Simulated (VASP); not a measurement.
Runs of VASP 6.6.1 on AlN. The structure is that of space group P6_3mc (No. 186), or close to it. The cells are those of the table. 

```tsv
task	level	cell	k mesh	smearing	gap on the mesh (eV)	pressure (GPa)	largest force (eV/Å)
single point	PBE	a = 2.982, b = 2.982, c = 4.779 Å, angles 90.0, 90.0, 120.0°, 4 atoms	12 × 12 × 6	fermi-dirac 0.02 eV	5.09	37.2	0.01
single point	PBE	a = 3.013, b = 3.013, c = 4.829 Å, angles 90.0, 90.0, 120.0°, 4 atoms	6 × 6 × 4	gaussian 0.01 eV	5.07	27.4	0.01
single point	PBE	a = 3.107, b = 3.107, c = 4.979 Å, angles 90.0, 90.0, 120.0°, 4 atoms	6 × 6 × 4	gaussian 0.01 eV	4.24	4.4	0.01
dielectric tensor	r2SCAN	a = 3.138, b = 3.138, c = 5.028 Å, angles 90.0, 90.0, 120.0°, 4 atoms	9 × 9 × 4	gaussian 0.01 eV	(a)	-	-
single point	PBE	a = 3.138, b = 3.138, c = 5.028 Å, angles 90.0, 90.0, 120.0°, 4 atoms	6 × 6 × 4	gaussian 0.01 eV	(b)	(c)	0.01
single point	PBE	a = 3.045, b = 3.045, c = 4.879 Å, angles 90.0, 90.0, 120.0°, 4 atoms	12 × 12 × 6	fermi-dirac 0.02 eV	4.78	18.8	0.01
single point	PBE	a = 3.169, b = 3.169, c = 5.078 Å, angles 90.0, 90.0, 120.0°, 4 atoms	6 × 6 × 4	gaussian 0.01 eV	3.73	-6.8	0.01
single point	PBE	a = 3.013, b = 3.013, c = 4.829 Å, angles 90.0, 90.0, 120.0°, 4 atoms	12 × 12 × 6	fermi-dirac 0.02 eV	5.07	27.4	0.01
single point	PBE	a = 3.200, b = 3.200, c = 5.128 Å, angles 90.0, 90.0, 120.0°, 4 atoms	6 × 6 × 4	gaussian 0.01 eV	3.49	-11.4	0.01
single point	PBE	a = 2.982, b = 2.982, c = 4.779 Å, angles 90.0, 90.0, 120.0°, 4 atoms	6 × 6 × 4	gaussian 0.01 eV	5.09	37.2	0.01
single point	PBE	a = 3.231, b = 3.231, c = 5.178 Å, angles 90.0, 90.0, 120.0°, 4 atoms	6 × 6 × 4	gaussian 0.01 eV	3.25	-15.4	0.01
dielectric tensor	r2SCAN	a = 3.169, b = 3.169, c = 5.078 Å, angles 90.0, 90.0, 120.0°, 4 atoms	9 × 9 × 4	gaussian 0.01 eV	4.38	-	-
```

Alike in all rows: potentials or basis VASP PAW PBE potentials, release 64 (Al, N); no spin polarisation; cutoff (eV) 520.

Task: Estimate the missing entries.

Result: (a) 4.65; (b) 3.98; (c) -1.6.

Caveats: the PAW data sets were made with another functional, which shifts forces and pressure a little (some runs).

A k mesh can miss the band edges.
